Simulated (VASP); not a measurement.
A run of VASP 6.6.1 is set up as follows.

File INCAR:

```
PREC     = Accurate       # precision mode
ENCUT    = 500            # plane-wave cutoff, eV
EDIFF    = 1E-6           # SCF threshold, eV
ISMEAR   = -1             # smearing method
SIGMA    = 0.0125         # smearing width, eV
LREAL    = False          # projectors in reciprocal space
LASPH    = True           # aspherical terms in the spheres
NELM     = 200            # most SCF steps
ALGO     = Normal         # electronic algorithm
ISIF     = 2              # what is computed and relaxed
LWAVE    = False          # write WAVECAR
LCHARG   = False          # write CHGCAR
LMAXMIX  = 4              # l up to which the mixer works
LDAU     = True           # DFT+U
LDAUTYPE = 2            
LDAUL    = 2              # shell
LDAUU    = 2              # U, eV
LDAUJ    = 0            
LDAUPRINT= 1            
GGA      = PE             # functional
NBANDS   = 13             # bands
GGA_COMPAT= False
```

File KPOINTS:

```
Automatic mesh
0
Gamma
  8 8 8
  0.5 0.5 0.5
```

The input POSCAR:

```
Mo
1.0
   -1.5695980000      1.5695980000      1.5695980000
    1.5695980000     -1.5695980000      1.5695980000
    1.5695980000      1.5695980000     -1.5695980000
Mo
1
Direct
    0.0000000000      0.0000000000      0.0000000000
```

Potentials or basis: VASP PAW PBE potentials, release 64 (Mo_sv).

Command:

```bash
$ cat potpaw_PBE.64/Mo_sv/POTCAR > POTCAR
$ mpirun -np 1 vasp_std > vasp.out
```

Task: What does it give for the band gap on the k mesh?

Result: Zero (band 7 reaches 15.97 eV, above the bottom of band 8 at 11.60 eV).

Task: Estimate the pressure.

Result: 10.3 GPa.

Eigenvalues of the final occupation matrices:
```
    site  spin  trace               eigenvalues
site 1 d     1   1.98  0.29 0.29 0.46 0.46 0.46
site 1 d     2   1.98  0.29 0.29 0.46 0.46 0.46
```

Caveat: U without spin polarisation on a metal has little footing; the U is typed as a test and isn't derived for this compound.
